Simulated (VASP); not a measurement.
Al:

```
Al
1.0
    -1.59122    1.59122    1.59122
     1.59122   -1.59122    1.59122
     1.59122    1.59122   -1.59122
Al
1
Direct
  0.00000 0.00000 0.00000
```

```yaml
Program: VASP 6.6.1
Task: relaxation of cell and atoms
Functional: PBE
Potentials_or_basis: VASP PAW PBE potentials, release 64 (Al)
Cutoff: 600 eV
k_mesh: 12 × 12 × 12
Occupations: fermi-dirac, width 0.05 eV
Spin: no spin polarisation
```

At the start: pressure 3.8 GPa; volume 16.12 Å³/atom.

How do energy, volume and symmetry change on relaxing?

Over 3 steps the energy falls by 9.3 meV/atom and the volume is 16.93 Å³/atom (+5.1 %); space group Im-3m (No. 229, to 0.05 Å).

The path:
```
step  energy change (eV)  largest force (eV/Å)  pressure (GPa)  volume (Å³)
   1              0.0000                0.0000            3.81        16.12
   2             -0.0092                0.0000           -0.38        17.03
   3             -0.0093                0.0000            0.01        16.93
```

Final structure:
```xyz
1
Lattice="-1.6176 1.6176 1.6176 1.6176 -1.6176 1.6176 1.6176 1.6176 -1.6176" Properties=species:S:1:pos:R:3 pbc="T T T"
Al    0.0000    0.0000    0.0000
```
